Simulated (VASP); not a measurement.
A run of VASP 6.6.1:

Contents of INCAR:

```
SYSTEM = KH8O4F
PREC = Accurate
ENCUT = 520
EDIFF = 1E-6
ISMEAR = -1
SIGMA = 0.05
LREAL = .FALSE.
LASPH = .TRUE.
NELM = 80
ALGO = Normal
ISIF = 2
LWAVE = .FALSE.
LCHARG = .FALSE.
GGA = PE
IVDW = 12
NBANDS = 37
```

File KPOINTS:

```
Automatic mesh
0
G
  1 1 1
  0 0 0
```

The input POSCAR:

```
KH8O4F
1.0
    5.9739610000      0.0000000000      0.0000000000
    0.0000000000      5.9739610000      0.0000000000
    0.0000000000      0.0000000000      5.9739610000
O H K F
4 8 1 1
Direct
    0.1424850279      0.7417524152      0.6459031119
   -0.0013893629      0.2516420847      1.0264211634
    0.3787269452      0.5605660968      0.1037335195
    0.6253472361      0.8585425985      0.5609845796
    0.0111651214      0.8124257925      0.5735390639
    0.1744236362      0.5767697513      0.5518951329
    0.0239874348      0.2299646750      1.1832015643
    0.1409115326      0.3335977587      0.9795845671
    0.3652685379      0.4547569025      0.2336808024
    0.3343845064      0.7161412671      0.1127560090
    0.4914662148      0.9104177279      0.6351899519
    0.5860600697      0.8644013578      0.4065644218
    0.7615550219      0.4467052932      0.6711125165
    0.2017924121      0.3396741291      0.4630596015
```

Potentials or basis: VASP PAW PBE potentials, release 64 (O, H, K_sv, F).

The run is started by

```bash
$ cat potpaw_PBE.64/O/POTCAR potpaw_PBE.64/H/POTCAR potpaw_PBE.64/K_sv/POTCAR potpaw_PBE.64/F/POTCAR > POTCAR
$ mpirun -np 1 vasp_gam > vasp.out
```

Hardware: 1 thread of Intel(R) Xeon(R) Platinum 8259CL CPU @ 2.50GHz (Skylake/Cascade Lake) (shared host).

Q: Estimate the wall time of this run.

A: Run time: 19 s on 1 thread of Intel(R) Xeon(R) Platinum 8259CL CPU @ 2.50GHz (Skylake/Cascade Lake), on a shared host, peak memory 0.31 GiB. Counts: scf iterations 15, k points 1.
